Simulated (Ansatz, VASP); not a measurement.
## MnS in VASP and in Ansatz

Contents of INCAR:

```
SYSTEM = MnS
PREC = Accurate
ENCUT = 520
EDIFF = 1E-7
ISMEAR = 0
SIGMA = 0.05
LREAL = .FALSE.
LASPH = .TRUE.
NELM = 150
ALGO = Normal
ISIF = 2
LWAVE = .FALSE.
LCHARG = .FALSE.
ISPIN = 2
MAGMOM = 4.24 0
LORBIT = 11
LMAXMIX = 4
GGA = PE
NBANDS = 20
```

File KPOINTS:

```
regular mesh
0
G
  12 12 12
  0 0 0
```

File POSCAR:

```
MnS
1.0
    0.0000000000      2.5461779468      2.5461779468
    2.5461779468      0.0000000000      2.5461779468
    2.5461779468      2.5461779468      0.0000000000
Mn S
1 1
Direct
    0.0000000000      0.0000000000      0.0000000000
    0.5000000000      0.5000000000      0.5000000000
```

Input for Ansatz:

```yaml
crystal:
  lattice:
    - [0.0, 2.5461779468, 2.5461779468]
    - [2.5461779468, 0.0, 2.5461779468]
    - [2.5461779468, 2.5461779468, 0.0]
  atoms:
    - { symbol: Mn, position: [0.0, 0.0, 0.0], spin: 4.24 }
    - { symbol: S, position: [0.5, 0.5, 0.5] }
basis:
  ecutwfc: 420
  ecutrho_ratio: 4
kpoints:
  mp_grid: { grid: [12, 12, 12] }
hamiltonian:
  xc: pbe
scf:
  occupations: { method: gaussian, width: 0.05 }
output:
  forces: true
  stress: true
  eigenvalues: true
  populations: true
magnetization:
  spin_polarized: true
```

Alike in both runs: task single point; functional PBE; k mesh 12 × 12 × 12; occupations gaussian, width 0.05 eV; collinear spin.

```csv
,VASP,Ansatz
version,VASP 6.6.1,Ansatz 0.2.0
potentials or method,"VASP PAW PBE potentials, release 64 (Mn_pv, S), cutoff 520 eV","scalar-relativistic, plane waves, PAW"
valence electrons in the cell,19,21
```

|  | VASP | Ansatz | Ansatz less VASP |
| --- | --- | --- | --- |
| gap on the k mesh at the Fermi level (eV) | none | none | - |
| pressure (GPa) | -0.2 | -0.2 | -0.04 |
| net moment per atom (μB) | 2.23 | 2.23 | -0.001 |
| size of the moment on the site where the two differ most (μB) | 4.08 | 4.00 | -0.078 |

Site moments also hang on the region over which each program counts them. A gap of «none» marks a metal or a gap that the smearing closes. With one functional, cell and mesh, what is left measures potentials, basis and numerics. VASP's potentials hold 19 valence electrons a cell and Ansatz's 21, so a difference there can come from the potentials and not from the codes.
